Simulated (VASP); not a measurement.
# Ir3Cl in VASP: notebook, part 2 of 2

VASP 6.6.1. The steps go on from the part before.

**4. Relaxation of the atoms, PBE**

INCAR reads:

```
PREC = Accurate
ENCUT = 520
EDIFF = 1E-7
ISMEAR = 0
SIGMA = 0.1
LREAL = F
LASPH = T
NELM = 60
ALGO = Normal
ISIF = 2
LWAVE = F
LCHARG = F
LDIPOL = T
IDIPOL = 3
DIPOL = 0.5 0.5 0.362
GGA = PE
IBRION = 2
NSW = 36
EDIFFG = -0.025
```

KPOINTS reads:

```
Automatic mesh
0
Gamma
  12 12 1
```

POSCAR reads:

```
Ir3Cl
1.0
    2.7367600872      0.0000000000      0.0000000000
   -1.3683800436      2.3701037596      0.0000000000
    0.0000000000      0.0000000000     19.8425800097
Ir Cl
3 1
Selective dynamics
Direct
    0.6666666667      0.3333333333      0.2015866887  F F F
    0.3333333333      0.6666666667      0.3110139943  F F F
    0.0000000000      0.0000000000      0.4204382699  F F F
    0.6666666667      0.3333333333      0.5146404269  F F T
```

Potentials or basis: VASP PAW PBE potentials, release 64 (Ir, Cl).

The run is started by

```sh
> cat potpaw_PBE.64/Ir/POTCAR potpaw_PBE.64/Cl/POTCAR > POTCAR
> mpirun -np 1 vasp_std > vasp.out
```

OUTCAR:

```text
PREC = Accurate
   ENCUT = 520
   EDIFF = 1E-7
   ISMEAR = 0
   LREAL = F
   LASPH = T
   NELM = 60
   ISIF = 2
   GGA = PE
   IBRION = 2
   NSW = 36
   EDIFFG = -0.025

 ion  position               nearest neighbor table
   1  0.667  0.333  0.202-   2 2.69   2 2.69   2 2.69
   2  0.333  0.667  0.311-   3 2.69   3 2.69   3 2.69   1 2.69   1 2.69   1 2.69
   3  0.000  0.000  0.420-   4 2.45   4 2.45   4 2.45   2 2.69   2 2.69   2 2.69
   4  0.667  0.333  0.515-   3 2.45   3 2.45   3 2.45

  LATTYP: Found a hexagonal cell.
 ALAT       =     2.7367600872
 C/A-ratio  =     7.2503907458

  Lattice vectors:

 A1 = (   2.7367600872,   0.0000000000,   0.0000000000)
 A2 = (  -1.3683800436,   2.3701037596,   0.0000000000)
 A3 = (   0.0000000000,   0.0000000000,  19.8425800097)

Analysis of symmetry for initial positions (statically):
=====================================================================
 Subroutine PRICEL returns:
 Original cell was already a primitive cell.

 Routine SETGRP: Setting up the symmetry group for a
 hexagonal supercell.

 Subroutine GETGRP returns: Found  6 space group operations
 (whereof  6 operations were pure point group operations)
 out of a pool of 24 trial point group operations.

The static configuration has the point symmetry C_3v.

Analysis of symmetry for dynamics (positions and initial velocities):
=====================================================================
 Subroutine PRICEL returns:
 Original cell was already a primitive cell.

 Routine SETGRP: Setting up the symmetry group for a
 hexagonal supercell.

 Subroutine GETGRP returns: Found  6 space group operations
 (whereof  6 operations were pure point group operations)
 out of a pool of 24 trial point group operations.

The dynamic configuration has the point symmetry C_3v.

Analysis of constrained symmetry for selective dynamics:
=====================================================================
 Subroutine PRICEL returns:
 Original cell was already a primitive cell.

 Routine SETGRP: Setting up the symmetry group for a
 hexagonal supercell.

 Subroutine GETGRP returns: Found  6 space group operations
 (whereof  6 operations were pure point group operations)
 out of a pool of 24 trial point group operations.

The constrained configuration has the point symmetry C_3v.

 Subroutine INISYM returns: Found  6 space group operations
 (whereof  6 operations are pure point group operations),
 and found     1 'primitive' translations

----------------------------------------------------------------------------------------

                                     Primitive cell

  volume of cell :     128.7070

  direct lattice vectors                    reciprocal lattice vectors
     2.736760087  0.000000000  0.000000000     0.365395566  0.210961228  0.000000000
[... 99 lines left out ...]
   ISMEAR =     0;   SIGMA  =   0.10  broadening in eV -4-tet -1-fermi 0-gaus
   EFERMI_NEDOS =   21; number of points for ismear=-14 and -15
   IALGO  =     38    algorithm
   IMIX   =      4    mixing-type and parameters
     AMIX     =   0.40;   BMIX     =  1.00
     AMIX_MAG =   1.60;   BMIX_MAG =  1.00
  volume/ion in A,a.u.               =      32.18       217.14
  Fermi-wavevector in a.u.,A,eV,Ry     =   1.050430  1.985025 15.012708  1.103403
  Thomas-Fermi vector in A             =   2.185433
   LORBIT       =      0    0 simple, 1 ext, 2 COOP (PROOUT), +10 PAW based schemes
   GGA     = PE    functional components
   LHFCALC =     F    Hartree Fock is set to
   AEXX    =    0.0000 exact exchange contribution
   IVDW    =     0    specifies the selected vdW correction
   LEPSILON=     F    determine dielectric tensor
   LRPA    =     F    only Hartree local field effects (RPA)
 conjugate gradient relaxation of ions
 non-spin polarized calculation
 Gauss-broadening in eV      SIGMA  =   0.10
  energy-cutoff  :      520.00
  volume of cell :      128.71
 maximum number of plane-waves:      3499
   NGX = 11   NGY = 11   NGZ = 73

--------------------------------------- Ionic step        1  -------------------------------------------

 number of electron      34.0000000 magnetization

 Free energy of the ion-electron system (eV)
  ---------------------------------------------------
  ext. energy  EPLUGINS =         0.00000000
  ---------------------------------------------------
  free energy    TOTEN  =       -25.90273084 eV

  energy without entropy =      -25.88508429  energy(sigma->0) =      -25.89390757

------------------------ aborting loop because EDIFF is reached ----------------------------------------

  FORCE on cell =-STRESS in cart. coord.  units (eV):
  Direction    XX          YY          ZZ          XY          YZ          ZX
  --------------------------------------------------------------------------------------
  -------------------------------------------------------------------------------------
  Total        6.5919421      6.5919421      4.3430603      0.0000000      0.0000000      0.0000000
  in kB       82.0581529     82.0581529     54.0635077      0.0000000      0.0000000      0.0000000
  external PRESSURE =      72.7266045 kB  Pullay stress =       0.0000000 kB
[... 133 lines left out ...]
  FREE ENERGIE OF THE ION-ELECTRON SYSTEM (eV)
  ---------------------------------------------------
  free  energy   TOTEN  =       -26.1308011775 eV

  energy  without entropy=      -26.1076109792  energy(sigma->0) =      -26.11920608

 dipolmoment           0.000000      0.000000      0.001285 electrons x Angstroem

--------------------------------------- Ionic step        5  -------------------------------------------

 number of electron      34.0000000 magnetization

------------------------ aborting loop because EDIFF is reached ----------------------------------------
[... 35 lines left out ...]
 number of electron      33.9999999 magnetization

------------------------ aborting loop because EDIFF is reached ----------------------------------------

 vacuum level on the upper side and lower side of the slab       (xc-potential included)        -0.129         0.109

  FORCE on cell =-STRESS in cart. coord.  units (eV):
  Direction    XX          YY          ZZ          XY          YZ          ZX
  --------------------------------------------------------------------------------------
  -------------------------------------------------------------------------------------
  Total        3.7420553      3.7420553     -0.2654494      0.0000000      0.0000000      0.0000000
  in kB       46.5820458     46.5820458     -3.3043813      0.0000000      0.0000000      0.0000000
  external PRESSURE =      29.9532368 kB  Pullay stress =       0.0000000 kB
[... 25 lines left out ...]
--------------------------------------- Ionic step        7  -------------------------------------------

 number of electron      33.9999999 magnetization

 dipolmoment           0.000000      0.000000     -0.008129 electrons x Angstroem

 Free energy of the ion-electron system (eV)
  ---------------------------------------------------
  ext. energy  EPLUGINS =         0.00000000
  ---------------------------------------------------
  free energy    TOTEN  =       -26.15266640 eV

  energy without entropy =      -26.13313666  energy(sigma->0) =      -26.14290153

 E-fermi :   1.4136     XC(G=0):  -6.7356

 val. band max:        1.3768708207   @ k =   0.3333   0.3333   0.0000
 cond. band min:       1.4676488330   @ k =   0.3333   0.0833   0.0000
 fundamental gap:      0.0907780123
 Fermi energy:         1.4135548544

 k-point     1 :       0.0000    0.0000    0.0000
  band No.  band energies     occupation
      1     -16.5254      2.00000
      2      -8.8933      2.00000
      3      -7.1967      2.00000
      4      -6.3964      2.00000
      5      -4.3407      2.00000
      6      -2.5051      2.00000
[... 445 lines left out ...]
     20       6.7075      0.00000
     21       6.8338      0.00000

------------------------ aborting loop because EDIFF is reached ----------------------------------------

 vacuum level on the upper side and lower side of the slab       (xc-potential included)        -0.268        -0.056

  FORCE on cell =-STRESS in cart. coord.  units (eV):
  Direction    XX          YY          ZZ          XY          YZ          ZX
  --------------------------------------------------------------------------------------
  -------------------------------------------------------------------------------------
  Total        3.6789050      3.6789050     -0.3457731      0.0000000      0.0000000      0.0000000
  in kB       45.7959347     45.7959347     -4.3042702      0.0000000      0.0000000      0.0000000
  external PRESSURE =      29.0958664 kB  Pullay stress =       0.0000000 kB
[... 19 lines left out ...]
  FREE ENERGIE OF THE ION-ELECTRON SYSTEM (eV)
  ---------------------------------------------------
  free  energy   TOTEN  =       -26.1526663975 eV

  energy  without entropy=      -26.1331366618  energy(sigma->0) =      -26.14290153

 reached required accuracy - stopping structural energy minimisation

 vacuum level on the upper side and lower side of the slab         6.357         6.574
```

Wall time 19 min (1 thread of AMD EPYC, shared host); peak memory 0.24 GiB.

What came out:

```
Free energy               : -26.1527 eV
Energy gained by relaxing : 62.5 meV/atom
Ionic steps               : 7
Band gap on the k mesh    : zero (bands 17 and 18 overlap by 1.55 eV)
```

Step by step:
```
step  energy change (eV)  largest force on free atoms (eV/Å)  pressure (GPa)
   1              0.0000                              2.1227            7.27
   2             -0.1609                              1.0861            5.41
   3             -0.2358                              0.3631            3.87
   4             -0.2281                              0.2886            1.79
   5             -0.2480                              0.1060            2.58
   6             -0.2498                              0.0264            3.00
   7             -0.2499                              0.0034            2.91
```

Final structure:
```yaml
crystal:
  lattice:
    - [2.73676, 0.00000, 0.00000]
    - [-1.36838, 2.37010, 0.00000]
    - [0.00000, 0.00000, 19.84258]
  atoms:
    - { symbol: Ir, position: [0.66667, 0.33333, 0.20159] }
    - { symbol: Ir, position: [0.33333, 0.66667, 0.31101] }
    - { symbol: Ir, position: [0.00000, 0.00000, 0.42044] }
    - { symbol: Cl, position: [0.66667, 0.33333, 0.52951] }
```

Caveat: spin-orbit coupling is left out, which moves the levels of the heavy elements.

**5. Overview**

```csv
cell,gap on the mesh (eV)
"atoms relaxed, atomic positions A",none
"atoms relaxed, atomic positions B",none
"atoms relaxed, atomic positions C",none
```

Alike in all rows: task relaxation of the atoms; level PBE; potentials or basis VASP PAW PBE potentials, release 64 (Ir, Cl); no spin polarisation; k mesh 12 × 12 × 1; cutoff (eV) 520; smearing gaussian 0.1 eV.

Caveats: spin-orbit coupling is left out, which moves the levels of the heavy elements.

Absolute energies hang on the potentials; compare differences alone.
